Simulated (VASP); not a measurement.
Write the native input for VASP 6.6.1 that does the following.

```
Task                   : single point
Functional             : PBE
Potentials or basis    : VASP PAW PBE potentials, release 64 (H)
Cutoff                 : 520 eV
k mesh                 : 8 × 8 × 4
Occupations            : gaussian, width 0.02 eV
Spin                   : no spin polarisation
Dipole correction      : no
Further INCAR settings : ALGO = Normal; EDIFF = 1e-06; NBANDS = 10
```

The structure of H lies in POSCAR:

```
H
1.0
    1.7730092805     -2.8512325502      0.0000000000
    1.7730092805      2.8512325502      0.0000000000
    0.0000000000      0.0000000000      6.7754939042
H
4
Direct
    0.5539494993      0.4460505007      0.9682905643
    0.4460505007      0.5539494993      0.0317094357
    0.4460505007      0.5539494993      0.4682905643
    0.5539494993      0.4460505007      0.5317094357
```

The input as run:

INCAR

```
SYSTEM = H
PREC = Accurate ; ENCUT = 520
EDIFF = 1E-6 ; ISMEAR = 0
SIGMA = 0.02 ; LREAL = .False.
LASPH = .True. ; NELM = 80
ALGO = Normal ; ISIF = 2
LWAVE = .False. ; LCHARG = .False.
GGA = PE ; NBANDS = 10
```

KPOINTS

```
regular mesh
0
Gamma
  8 8 4
  0 0 0
```

Potentials or basis: VASP PAW PBE potentials, release 64 (H).

Run with:

```bash
$ cat potpaw_PBE.64/H/POTCAR > POTCAR
$ mpirun -np 1 vasp_std > vasp.out
```

It gave:

- Pressure: -0.1 GPa
- Largest force: 0.009 eV/Å
- Band gap on the k mesh: 8.81 eV, indirect (least direct gap 8.95 eV)

Run time: 45 s on 1 thread of AMD EPYC 7R13, with other jobs on the host, peak memory 0.19 GiB.
